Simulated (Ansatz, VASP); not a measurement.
## ZnS in VASP and in Ansatz

```
CELL_PARAMETERS angstrom
3.84467 0.00000 0.00000
-1.92233 3.32958 0.00000
0.00000 0.00000 6.30421
ATOMIC_POSITIONS crystal
Zn 0.66667 0.33333 0.50300
Zn 0.33333 0.66667 0.00300
S 0.66667 0.33333 0.87731
S 0.33333 0.66667 0.37731
```

Alike in both runs: functional PBE; k mesh 12 × 12 × 4; occupations gaussian, width 0.02 eV; no spin polarisation.

Ansatz relaxed the structure, and its values are those at the end. VASP's run is a single point on that final structure, the one shown.

|  | VASP | Ansatz |
| --- | --- | --- |
| version | VASP 6.6.1 | Ansatz 0.2.0 |
| potentials or method | VASP PAW PBE potentials, release 64 (Zn, S), cutoff 520 eV | scalar-relativistic, plane waves, PAW |
| valence electrons in the cell | 36 | 36 |

VASP gave:

* gap on the k mesh at the Fermi level (eV): 2.08
* least direct gap on the mesh (eV): 2.08
* pressure (GPa): 0.2
* rms of the force components (eV/Å): 0.004

Which values does Ansatz return?

gap on the k mesh at the Fermi level (eV): 2.08; least direct gap on the mesh (eV): 2.08; pressure (GPa): 0.0; rms of the force components (eV/Å): 0.004.
